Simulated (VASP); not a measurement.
Crystal: TiTl2H4.

```
Ti Tl H
1.0
    -3.07505    3.07505    2.51245
     3.07505   -3.07505    2.51245
     3.07505    3.07505   -2.51245
Ti Tl H
1 2 4
Direct
  0.00000 0.00000 0.00000
  0.75000 0.25000 0.50000
  0.25000 0.75000 0.50000
  0.30300 0.30300 0.60600
  0.30300 0.69700 0.00000
  0.69700 0.69700 0.39400
  0.69700 0.30300 0.00000
```

- Program: VASP 6.6.1
- Task: relaxation of cell and atoms
- Functional: PBE
- Potentials or basis: VASP PAW PBE potentials, release 64 (Ti_sv, Tl_d, H)
- Cutoff: 600 eV
- k mesh: 4 × 4 × 4
- Occupations: gaussian, width 0.1 eV
- Spin: no spin polarisation

At the start: pressure 6.1 GPa; volume 13.58 Å³/atom.

Task: Where does the relaxation end?

Result: Over 15 steps the energy falls by 791.4 meV/atom and the volume is 14.08 Å³/atom (+3.7 %); space group I4/mmm (No. 139, to 0.05 Å).

The path:
| step | energy change (eV) | largest force (eV/Å) | pressure (GPa) | volume (Å³) |
| --- | --- | --- | --- | --- |
| 1 | 0.0000 | 0.4870 | 6.09 | 95.03 |
| 2 | -1.6919 | 1.0297 | -2.07 | 101.61 |
| 3 | -2.7956 | 1.3689 | -6.37 | 108.03 |
| 4 | -3.8202 | 1.4379 | -8.43 | 117.06 |
| 5 | -5.1982 | 0.5330 | -2.51 | 99.06 |
| 6 | -5.2083 | 0.3631 | -1.52 | 97.60 |
| 7 | -5.2081 | 0.4110 | -1.79 | 97.99 |
| 8 | -5.3467 | 0.3316 | -0.27 | 95.31 |
| 9 | -5.3552 | 0.0660 | 5.45 | 87.32 |
| 10 | -5.4280 | 0.2036 | 2.30 | 91.01 |
| 11 | -5.5008 | 0.2035 | 0.72 | 94.97 |
| 12 | -5.5224 | 0.2137 | -1.15 | 100.79 |
| 13 | -5.5276 | 0.2039 | -0.54 | 98.74 |
| 14 | -5.5382 | 0.0685 | 0.50 | 98.48 |
| 15 | -5.5396 | 0.0030 | 0.23 | 98.54 |

Final structure:
```yaml
crystal:
  lattice:
    - [-2.61131, 2.61131, 3.61283]
    - [2.61131, -2.61131, 3.61283]
    - [2.61131, 2.61131, -3.61283]
  atoms:
    - { symbol: Ti, position: [0.00000, 0.00000, 0.00000] }
    - { symbol: Tl, position: [0.75000, 0.25000, 0.50000] }
    - { symbol: Tl, position: [0.25000, 0.75000, 0.50000] }
    - { symbol: H, position: [0.24874, 0.24874, 0.49747] }
    - { symbol: H, position: [0.24874, 0.75126, 0.00000] }
    - { symbol: H, position: [0.75126, 0.75126, 0.50253] }
    - { symbol: H, position: [0.75126, 0.24874, 0.00000] }
```

Caveat: the k points lie up to 0.43 Å⁻¹ apart in the final cell.
